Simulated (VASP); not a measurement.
# Ti (P6_3/mmc) in VASP: notebook

Runs on Ti. Level: PBEsol. Tasks: relaxation of cell and atoms.

All numbers are computed with VASP 6.6.1; they aren't measurements. Logs are shortened: lines on timing, memory, paths and dates and some standing lists are left out, and cuts for length are marked.

## 1. The cell of the first run

Symmetry: P6_3/mmc, No. 194, hexagonal system. The conventional cell has a = 2.901 Å, b = 2.901 Å, c = 4.592 Å, α = 90.00°, β = 90.00°, γ = 120.00°. Ti (site symmetry -6m2) has 12 Ti at 2.84 to 2.90 Å within 3.7 Å.

## 2. Relaxation of cell and atoms, PBEsol, target pressure 7 GPa, at which the enthalpy is minimised

The input, INCAR:

```
SYSTEM = Ti
ALGO     = Normal         ! electronic algorithm
EDIFF    = 1E-6           ! SCF threshold, eV
EDIFFG   = -0.002         ! ionic threshold
ENCUT    = 600            ! plane-wave cutoff, eV
GGA      = PS             ! functional
IBRION   = 2              ! ionic algorithm
ISIF     = 3              ! what is computed and relaxed
ISMEAR   = -1             ! smearing method
LASPH    = .True.         ! aspherical terms in the spheres
LCHARG   = .False.        ! write CHGCAR
LREAL    = .False.        ! projectors in reciprocal space
LWAVE    = .False.        ! write WAVECAR
NELM     = 80             ! most SCF steps
NSW      = 100            ! ionic steps
PREC     = Accurate       ! precision mode
PSTRESS  = 70.0         
SIGMA    = 0.08           ! smearing width, eV
```

The input, KPOINTS:

```
k-points
0
Gamma
  18 18 10
  0 0 0
```

The input, POSCAR:

```
Ti
1.0
    2.9009130925      0.0000000000      0.0000000000
   -1.4504565462      2.5122644322      0.0000000000
    0.0000000000      0.0000000000      4.5923241493
Ti
2
Direct
    0.3333333333      0.6666666667      0.2500000000
    0.6666666667      0.3333333333      0.7500000000
```

Potentials or basis: VASP PAW PBE potentials, release 64 (Ti_sv).

Started as:

```
$ cat potpaw_PBE.64/Ti_sv/POTCAR > POTCAR
$ mpirun -np 1 vasp_std > vasp.out
```

OUTCAR:

```text
SYSTEM = Ti
   EDIFF = 1E-6
   EDIFFG = -0.002
   ENCUT = 600
   GGA = PS
   IBRION = 2
   ISIF = 3
   ISMEAR = -1
   LASPH = .True.
   LREAL = .False.
   NELM = 80
   NSW = 100
   PREC = Accurate
   PSTRESS = 70.0

 ion  position               nearest neighbor table
   1  0.333  0.667  0.250-   2 2.84   2 2.84   2 2.84   2 2.84   2 2.84   2 2.84
   2  0.667  0.333  0.750-   1 2.84   1 2.84   1 2.84   1 2.84   1 2.84   1 2.84

  LATTYP: Found a hexagonal cell.
 ALAT       =     2.9009130925
 C/A-ratio  =     1.5830616095

  Lattice vectors:

 A1 = (   2.9009130925,   0.0000000000,   0.0000000000)
 A2 = (  -1.4504565462,   2.5122644322,   0.0000000000)
 A3 = (   0.0000000000,   0.0000000000,   4.5923241493)

Analysis of symmetry for initial positions (statically):
=====================================================================
 Subroutine PRICEL returns:
 Original cell was already a primitive cell.

 Routine SETGRP: Setting up the symmetry group for a
 hexagonal supercell.

 Subroutine GETGRP returns: Found 24 space group operations
 (whereof 12 operations were pure point group operations)
 out of a pool of 24 trial point group operations.

The static configuration has the point symmetry D_3d.
 The point group associated with its full space group is D_6h.

Analysis of symmetry for dynamics (positions and initial velocities):
=====================================================================
 Subroutine PRICEL returns:
 Original cell was already a primitive cell.

 Routine SETGRP: Setting up the symmetry group for a
 hexagonal supercell.

 Subroutine GETGRP returns: Found 24 space group operations
 (whereof 12 operations were pure point group operations)
 out of a pool of 24 trial point group operations.

The dynamic configuration has the point symmetry D_3d.
 The point group associated with its full space group is D_6h.

 Subroutine INISYM returns: Found 24 space group operations
 (whereof 12 operations are pure point group operations),
 and found     1 'primitive' translations

----------------------------------------------------------------------------------------

                                     Primitive cell

  volume of cell :      33.4682

  direct lattice vectors                    reciprocal lattice vectors
     2.900913093  0.000000000  0.000000000     0.344719048  0.199023635  0.000000000
    -1.450456546  2.512264432  0.000000000     0.000000000  0.398047270  0.000000000
[... 100 lines left out ...]
   ISMEAR =    -1;   SIGMA  =   0.08  broadening in eV -4-tet -1-fermi 0-gaus
   EFERMI_NEDOS =   21; number of points for ismear=-14 and -15
   IALGO  =     38    algorithm
   IMIX   =      4    mixing-type and parameters
     AMIX     =   0.40;   BMIX     =  1.00
     AMIX_MAG =   1.60;   BMIX_MAG =  1.00
  volume/ion in A,a.u.               =      16.73       112.93
  Fermi-wavevector in a.u.,A,eV,Ry     =   1.465326  2.769065 29.214178  2.147181
  Thomas-Fermi vector in A             =   2.581197
   LORBIT       =      0    0 simple, 1 ext, 2 COOP (PROOUT), +10 PAW based schemes
   GGA     = PS    functional components
   LHFCALC =     F    Hartree Fock is set to
   AEXX    =    0.0000 exact exchange contribution
   IVDW    =     0    specifies the selected vdW correction
   LEPSILON=     F    determine dielectric tensor
   LRPA    =     F    only Hartree local field effects (RPA)
 conjugate gradient relaxation of ions
 non-spin polarized calculation
  energy-cutoff  :      600.00
  volume of cell :       33.47
 maximum number of plane-waves:      1140
 NGX is ok and might be reduce to    24
   NGX = 11   NGY = 11   NGZ = 19

--------------------------------------- Ionic step        1  -------------------------------------------

 number of electron      23.9999996 magnetization

 Free energy of the ion-electron system (eV)
  ---------------------------------------------------
  ext. energy  EPLUGINS =         0.00000000
  ---------------------------------------------------
  free energy    TOTEN  =       -16.70039429 eV

  energy without entropy =      -16.65451453  energy(sigma->0) =      -16.67745441

------------------------ aborting loop because EDIFF is reached ----------------------------------------

  FORCE on cell =-STRESS in cart. coord.  units (eV):
  Direction    XX          YY          ZZ          XY          YZ          ZX
  --------------------------------------------------------------------------------------
  -------------------------------------------------------------------------------------
  Total       -0.0551367     -0.0551367     -0.0631236     -0.0000000      0.0000000     -0.0000000
  in kB       -2.6394808     -2.6394808     -3.0218298     -0.0000000      0.0000000     -0.0000000
  external PRESSURE =     -72.7669305 kB  Pullay stress =      70.0000000 kB
[... 97 lines left out ...]
  energy  without entropy=      -16.6207495257  energy(sigma->0) =      -16.64256305

  enthalpy is  TOTEN    =       -15.2816592631 eV   P V=        1.3827173199

[... ionic steps 4 to 35 ...]

--------------------------------------- Ionic step       36  -------------------------------------------

 number of electron      24.0000007 magnetization

------------------------ aborting loop because EDIFF is reached ----------------------------------------
[... 71 lines left out ...]
--------------------------------------- Ionic step       38  -------------------------------------------

 number of electron      24.0000008 magnetization

 Free energy of the ion-electron system (eV)
  ---------------------------------------------------
  ext. energy  EPLUGINS =         0.00000000
  ---------------------------------------------------
  free energy    TOTEN  =       -16.66388802 eV

  energy without entropy =      -16.62025424  energy(sigma->0) =      -16.64207113

 E-fermi :   9.2184     XC(G=0): -12.0895

 val. band max:        9.2133080347   @ k =   0.3333   0.3333   0.3000
 cond. band min:       9.2200732546   @ k =   0.3333   0.1667   0.4000
 fundamental gap:      0.0067652199
 Fermi energy:         9.2184223935

 k-point     1 :       0.0000    0.0000    0.0000
  band No.  band energies     occupation
      1     -47.2459      2.00000
      2     -47.0438      2.00000
      3     -24.0534      2.00000
      4     -23.1936      2.00000
      5     -23.1936      2.00000
      6     -23.0870      2.00000
[... 433 lines left out ...]
      3     -23.8083      2.00000
      4     -23.6451      2.00000
      5     -23.6345      2.00000
      6     -23.4217      2.00000
[... 8 lines left out ...]
     15      10.5314      0.00000
     16      12.7339      0.00000

 [... further k-points ...]
[... 5 lines left out ...]
  --------------------------------------------------------------------------------------
  -------------------------------------------------------------------------------------
  Total        1.3823125      1.3823125      1.3857012      0.0000000      0.0000000      0.0000000
  in kB       70.0055336     70.0055336     70.1771498      0.0000000      0.0000000      0.0000000
  external PRESSURE =       0.0627390 kB  Pullay stress =      70.0000000 kB
[... 21 lines left out ...]
  energy  without entropy=      -16.6202542427  energy(sigma->0) =      -16.64207113

  enthalpy is  TOTEN    =       -15.2816847377 eV   P V=        1.3822032806

 reached required accuracy - stopping structural energy minimisation
```

OSZICAR:

```text
N       E                     dE             d eps       ncg     rms          rms(c)
DAV:   1     0.259437847828E+03    0.25944E+03   -0.14669E+04  7104   0.207E+03
DAV:   2     0.102288073669E+02   -0.24921E+03   -0.24776E+03  7304   0.519E+02
DAV:   3    -0.177263852436E+02   -0.27955E+02   -0.27746E+02 14000   0.141E+02
[... 227 lines left out ...]
DAV:   3    -0.166637142977E+02    0.39338E-06   -0.86564E-06  8912   0.213E-02
  37 F= -.15281685E+02 E0= -.15259871E+02  d E =0.422256E-07
       N       E                     dE             d eps       ncg     rms          rms(c)
DAV:   1    -0.166638930533E+02   -0.17836E-03   -0.14279E-04 10952   0.177E-01    0.194E-02
DAV:   2    -0.166638879925E+02    0.50608E-05   -0.22935E-05 10392   0.592E-02    0.432E-03
DAV:   3    -0.166638880183E+02   -0.25737E-07   -0.41852E-06  7216   0.146E-02
  38 F= -.15281685E+02 E0= -.15259868E+02  d E =0.413549E-06
```

It took 15 min on 1 thread of AMD EPYC 9R45 (Zen 5), shared host; peak memory 0.24 GiB.

Results:

```
Free energy                                                : -16.6639 eV
Relaxed volume                                             : 15.82 Å³/atom
Relaxed cell                                               : a = 2.846 Å, b = 2.846 Å, c = 4.511 Å, α = 90.00°, β = 90.00°, γ = 120.00°
Space group after relaxing (to 0.1 Å)                      : P6_3/mmc (No. 194)
Energy change on relaxing (the run minimises the enthalpy) : +18.3 meV/atom
Ionic steps                                                : 38
Pressure after relaxing                                    : 7.0 GPa
Band gap on the k mesh                                     : zero (bands 12 and 13 overlap by 1.16 eV)
```

The path:
| step | energy change (eV) | largest force (eV/Å) | pressure (GPa) | volume (Å³) |
| --- | --- | --- | --- | --- |
| 1 | 0.0000 | 0.0000 | -0.28 | 33.47 |
| 2 | 0.1558 | 0.0000 | 15.60 | 29.92 |
| 3 | 0.0360 | 0.0000 | 6.94 | 31.65 |
| 4 | 0.0376 | 0.0000 | 7.06 | 31.61 |
| 5 | 0.0365 | 0.0000 | 6.99 | 31.64 |
| 6 | 0.0360 | 0.0000 | 7.03 | 31.65 |
| 7 | 0.0350 | 0.0000 | 6.83 | 31.67 |
| 8 | 0.0356 | 0.0000 | 6.86 | 31.66 |
| 9 | 0.0358 | 0.0000 | 6.86 | 31.65 |
| 10 | 0.0359 | 0.0000 | 6.91 | 31.65 |
| 11 | 0.0360 | 0.0000 | 6.89 | 31.65 |
| 12 | 0.0382 | 0.0000 | 7.10 | 31.60 |
| 13 | 0.0366 | 0.0000 | 7.01 | 31.63 |
| 14 | 0.0366 | 0.0000 | 7.01 | 31.63 |
| 15 | 0.0363 | 0.0000 | 7.02 | 31.64 |
| 16 | 0.0361 | 0.0000 | 6.95 | 31.64 |
| 17 | 0.0362 | 0.0000 | 6.96 | 31.64 |
| 18 | 0.0363 | 0.0000 | 6.93 | 31.64 |
| 19 | 0.0371 | 0.0000 | 7.01 | 31.62 |
| 20 | 0.0370 | 0.0000 | 7.04 | 31.62 |
| 21 | 0.0368 | 0.0000 | 7.02 | 31.63 |
| 22 | 0.0366 | 0.0000 | 7.02 | 31.63 |
| 23 | 0.0364 | 0.0000 | 7.00 | 31.64 |
| 24 | 0.0365 | 0.0000 | 7.00 | 31.64 |
| 25 | 0.0365 | 0.0000 | 6.98 | 31.64 |
| 26 | 0.0366 | 0.0000 | 6.95 | 31.63 |
| 27 | 0.0366 | 0.0000 | 6.97 | 31.63 |
| 28 | 0.0369 | 0.0000 | 6.94 | 31.63 |
| 29 | 0.0379 | 0.0000 | 7.09 | 31.60 |
| 30 | 0.0373 | 0.0000 | 7.06 | 31.62 |
| 31 | 0.0371 | 0.0000 | 7.06 | 31.62 |
| 32 | 0.0370 | 0.0000 | 7.05 | 31.62 |
| 33 | 0.0370 | 0.0000 | 7.07 | 31.63 |
| 34 | 0.0370 | 0.0000 | 7.04 | 31.63 |
| 35 | 0.0369 | 0.0000 | 7.03 | 31.63 |
| 36 | 0.0369 | 0.0000 | 7.03 | 31.63 |
| 37 | 0.0367 | 0.0000 | 7.01 | 31.63 |
| 38 | 0.0365 | 0.0000 | 7.01 | 31.64 |

Final structure:
```xyz
2
Lattice="2.8456 0.0000 0.0000 -1.4228 2.4643 0.0000 0.0000 0.0000 4.5114" Properties=species:S:1:pos:R:3 pbc="T T T"
Ti    0.0000    1.6429    1.1279
Ti    1.4228    0.8214    3.3836
```

Levels at points of the mesh, in eV from the Fermi level:
```csv
k point,band 8,band 9,band 10,band 11,band 12,band 13,band 14,band 15,band 16
"(0.00, 0.00, 0.00)",-32.28,-6.41,-2.92,0.83,0.83,0.97,1.07,1.40,1.40
"(0.50, 0.00, 0.00)",-32.37,-2.46,-2.44,-2.10,-0.49,0.50,0.72,1.33,3.79
"(0.00, 0.00, 0.50)",-32.35,-4.42,-4.42,0.10,0.10,0.73,0.73,0.73,0.73
"(0.50, 0.00, 0.50)",-32.49,-2.80,-2.80,-0.93,-0.93,1.63,1.63,1.93,1.93
```

Caveat: the cell is relaxed towards a set pressure, so the run minimises the enthalpy, not the energy; the PAW data sets were made with another functional, which shifts forces and pressure a little.

## 3. Relaxation of cell and atoms, PBEsol, target pressure 10 GPa, at which the enthalpy is minimised

The input, INCAR:

```
SYSTEM = Ti
ALGO = Normal ; EDIFF = 1E-6
EDIFFG = -0.002 ; ENCUT = 600
GGA = PS ; IBRION = 2
ISIF = 3 ; ISMEAR = -1
LASPH = .TRUE. ; LCHARG = .FALSE.
LREAL = .FALSE. ; LWAVE = .FALSE.
NELM = 60 ; NSW = 100
PREC = Accurate ; PSTRESS = 100.0
SIGMA = 0.08
```

The input, KPOINTS:

```
k-points
0
G
  18 18 10
  0 0 0
```

POSCAR is that of step 2.

Potentials or basis: VASP PAW PBE potentials, release 64 (Ti_sv).

Started as:

```
$ cat potpaw_PBE.64/Ti_sv/POTCAR > POTCAR
$ mpirun -np 1 vasp_std > vasp.out
```

It took 12 min on 1 thread of AMD EPYC 9R45 (Zen 5), shared host; peak memory 0.24 GiB.

It converged, with:

```yaml
Free_energy: -16.6295 eV
Relaxed_volume: 15.49 Å³/atom
Relaxed_cell: a = 2.825 Å, b = 2.825 Å, c = 4.482 Å, α = 90.00°, β = 90.00°, γ = 120.00°
Space_group_after_relaxing_to_0.1_Å: P6_3/mmc (No. 194)
Energy_change_on_relaxing_the_run_minimises_the_enthalpy: +35.4 meV/atom
Ionic_steps: 20
Pressure_after_relaxing: 10.0 GPa
Band_gap_on_the_k_mesh: zero (bands 12 and 13 overlap by 1.21 eV)
```

Step by step:
```tsv
step	energy change (eV)	largest force (eV/Å)	pressure (GPa)	volume (Å³)
1	0.0000	0.0000	-0.28	33.47
2	0.3269	0.0000	24.17	28.53
3	0.0683	0.0000	9.82	31.03
4	0.0712	0.0000	9.99	30.98
5	0.0743	0.0000	10.23	30.93
6	0.0686	0.0000	9.82	31.02
7	0.0699	0.0000	9.92	31.00
8	0.0703	0.0000	9.91	31.00
9	0.0722	0.0000	10.12	30.96
10	0.0706	0.0000	10.01	30.99
11	0.0704	0.0000	9.98	30.99
12	0.0708	0.0000	9.95	30.99
13	0.0722	0.0000	10.11	30.96
14	0.0714	0.0000	10.09	30.98
15	0.0713	0.0000	10.07	30.98
16	0.0711	0.0000	10.07	30.98
17	0.0697	0.0000	9.93	31.01
18	0.0704	0.0000	9.96	30.99
19	0.0706	0.0000	9.98	30.99
20	0.0709	0.0000	9.99	30.99
```

Final structure:
```
Ti
1.0
     2.82544    0.00000    0.00000
    -1.41272    2.44690    0.00000
     0.00000    0.00000    4.48194
Ti
2
Direct
  0.33333 0.66667 0.25000
  0.66667 0.33333 0.75000
```

Levels at points of the mesh, in eV from the Fermi level:
```
           k point  band 9  band 10  band 11  band 12  band 13  band 14  band 15  band 16
(0.00, 0.00, 0.00)   -6.45    -2.98     0.84     0.84     0.98     1.14     1.43     1.43
(0.50, 0.00, 0.00)   -2.51    -2.49    -2.16    -0.45     0.50     0.74     1.36     3.88
(0.00, 0.00, 0.50)   -4.43    -4.43     0.10     0.10     0.74     0.74     0.74     0.74
(0.50, 0.00, 0.50)   -2.86    -2.86    -0.96    -0.96     1.70     1.70     1.97     1.97
```

Caveat: the cell is relaxed towards a set pressure, so the run minimises the enthalpy, not the energy; the PAW data sets were made with another functional, which shifts forces and pressure a little.

[end of part 1 of 2]

The gap in the log of VASP goes by the Fermi energy; the results here count the filled bands.